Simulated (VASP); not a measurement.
SnTe3: single point with PBE

SnTe3:

```
Sn Te
1.0
     0.00000    3.86122    3.86122
     3.86122    0.00000    3.86122
     3.86122    3.86122    0.00000
Sn Te
1 3
Direct
  0.00000 0.00000 0.00000
  0.25000 0.25000 0.25000
  0.75000 0.75000 0.75000
  0.50000 0.50000 0.50000
```

- Program: VASP 6.6.1
- Task: single point
- Functional: PBE
- Potentials or basis: VASP PAW PBE potentials, release 64 (Sn_d, Te)
- Cutoff: 520 eV
- k mesh: 10 × 10 × 10
- Occupations: fermi-dirac, width 0.3 eV
- Spin: no spin polarisation
- Dipole correction: no
- Further INCAR settings: ALGO = Normal; EDIFF = 1e-06; NBANDS = 24

```json
{"Pressure": "0.7 GPa", "Band gap on the k mesh": "zero (band 16 reaches 8.12 eV, above the bottom of band 17 at 5.87 eV)"}
```

Levels at points of the mesh, in eV from the Fermi level:
```
           k point  band 14  band 15  band 16  band 17  band 18  band 19
(0.00, 0.00, 0.00)    -3.14    -3.14    -1.74    -1.74    -1.74     3.20
(0.50, 0.00, 0.00)    -1.88    -1.83     0.52     0.52     1.40     1.92
(0.50, 0.50, 0.00)    -0.49    -0.49     0.13     0.33     0.33     2.23
```

Wall time 2.3 min on 1 thread of AMD EPYC 7R43 64-Core Processor (Zen 3), on a shared host, peak memory 0.29 GiB.

Caveat: spin-orbit coupling is left out, which moves the levels of the heavy elements.
